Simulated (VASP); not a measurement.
Input of a VASP 6.6.1 run:

POSCAR

```
PbS
1.0
    3.6351320118      0.0000000000      0.0000000000
    0.0000000000      3.6351320118      0.0000000000
    0.0000000000      0.0000000000      3.6351320118
Pb S
1 1
Direct
    0.0000000000      0.0000000000      0.0000000000
    0.5000000000      0.5000000000      0.5000000000
```

File INCAR.step1:

```
SYSTEM = PbS
PREC = Accurate ; ENCUT = 520
EDIFF = 1E-5 ; ISMEAR = -1
SIGMA = 0.02 ; LREAL = .False.
LASPH = .True. ; NELM = 80
ALGO = Normal ; ISIF = 2
LWAVE = .True. ; LCHARG = .False.
GGA = PE ; NBANDS = 17
```

The input INCAR.step2:

```
SYSTEM = PbS
PREC = Accurate ; ENCUT = 520
EDIFF = 1E-6 ; ISMEAR = -1
SIGMA = 0.02 ; LREAL = .False.
LASPH = .True. ; NELM = 80
ALGO = Normal ; ISIF = 2
LWAVE = .False. ; LCHARG = .False.
GGA = PE ; LHFCALC = .True.
AEXX = 0.2 ; HFSCREEN = 0.5
PRECFOCK = Normal ; ISTART = 1
NBANDS = 17
```

File KPOINTS:

```
Automatic mesh
0
Gamma
  4 4 4
  0 0 0
```

Potentials or basis: VASP PAW PBE potentials, release 64 (Pb_d, S).

Command:

```bash
$ cat potpaw_PBE.64/Pb_d/POTCAR potpaw_PBE.64/S/POTCAR > POTCAR
$ cp INCAR.step1 INCAR
$ mpirun -np 1 vasp_std > vasp.out
$ cp INCAR.step2 INCAR
$ mpirun -np 1 vasp_std > vasp.out
```

Q: Estimate the pressure.

A: -0.9 GPa.

Q: What does it give for the band gap on the k mesh?

A: Zero (bands 10 and 11 overlap by 0.37 eV).

Caveat: the k points lie up to 0.43 Å⁻¹ apart; the structure was generated, so it needn't be the stable form of PbS; the PAW data sets were made with another functional, which shifts forces and pressure a little; spin-orbit coupling is left out, which moves the levels of the heavy elements.
